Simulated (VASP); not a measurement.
Here is a VASP 6.6.1 calculation.

File INCAR:

```
SYSTEM = KRuSe3
PREC = Accurate ; ENCUT = 520
EDIFF = 1E-6 ; ISMEAR = 0
SIGMA = 0.1 ; LREAL = .FALSE.
LASPH = .TRUE. ; NELM = 150
ALGO = Normal ; ISIF = 2
LWAVE = .FALSE. ; LCHARG = .TRUE.
ISPIN = 2 ; MAGMOM = 0 1 0 0 0
LORBIT = 11 ; LMAXMIX = 4
GGA = PE ; LELF = .TRUE.
LVHAR = .TRUE. ; NBANDS = 32
```

File KPOINTS:

```
Automatic mesh
0
G
  4 4 4
  0 0 0
```

The input POSCAR:

```
KRuSe3
1.0
    5.5053870044      0.0000000000      0.0000000000
    0.0000000000      5.5053870044      0.0000000000
    0.0000000000      0.0000000000      5.5053870044
K Ru Se
1 1 3
Direct
    0.0000000000      0.0000000000      0.0000000000
    0.5000000000      0.5000000000      0.5000000000
    0.5000000000      0.0000000000      0.0000000000
    0.0000000000      0.5000000000      0.0000000000
    0.0000000000      0.0000000000      0.5000000000
```

Potentials or basis: VASP PAW PBE potentials, release 64 (K_sv, Ru_pv, Se).

Launch:

```bash
$ cat potpaw_PBE.64/K_sv/POTCAR potpaw_PBE.64/Ru_pv/POTCAR potpaw_PBE.64/Se/POTCAR > POTCAR
$ mpirun -np 1 vasp_std > vasp.out
```

(1) What does it give for the site moments?

(2) What does it give for the pressure?

(3) Estimate the net moment.

## Answers

(1) K -0.02; Ru +2.93; Se -0.20 μB.

(2) 0.1 GPa.

(3) 2.27 μB per cell.
